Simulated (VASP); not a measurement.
Runs of VASP 6.6.1 on CdO2. The structure is that of space group Fm-3m (No. 225), or close to it. The cells are those of the table. 

```csv
task,potentials or basis,cell,cutoff (eV),second run,gap on the mesh (eV),pressure (GPa),relaxed volume (Å³/atom)
relaxation of cell and atoms,"VASP PAW PBE potentials, release 64 (Cd_sv_GW, O)","relaxed from a = 3.822 Å, angles 60.0°, 3 atoms",600,valence_matched,none,0.0,12.06
single point,"VASP PAW PBE potentials, release 64 (Cd, O)","a = 3.715 Å, angles 60.0°, 3 atoms",520,-,none,1.9,-
relaxation of cell and atoms,"VASP PAW PBE potentials, release 64 (Cd, O)","relaxed from a = 3.822 Å, angles 60.0°, 3 atoms",600,-,none,0.0,(a)
single point,"VASP PAW PBE potentials, release 64 (Cd_sv_GW, O)","a = 3.715 Å, angles 60.0°, 3 atoms",600,valence_matched,none,-0.5,-
```

Alike in all rows: level PBEsol; no spin polarisation; k mesh 6 × 6 × 6; smearing fermi-dirac 0.03 eV.

Estimate the missing entries.

(a) 12.24.

Caveats: the PAW data sets were made with another functional, which shifts forces and pressure a little.

A k mesh can miss the band edges, and the runs leave out spin-orbit coupling on Cd.

A gap of «none» marks levels without a gap at the run's occupations.

The runs don't all hold the same shells in valence.
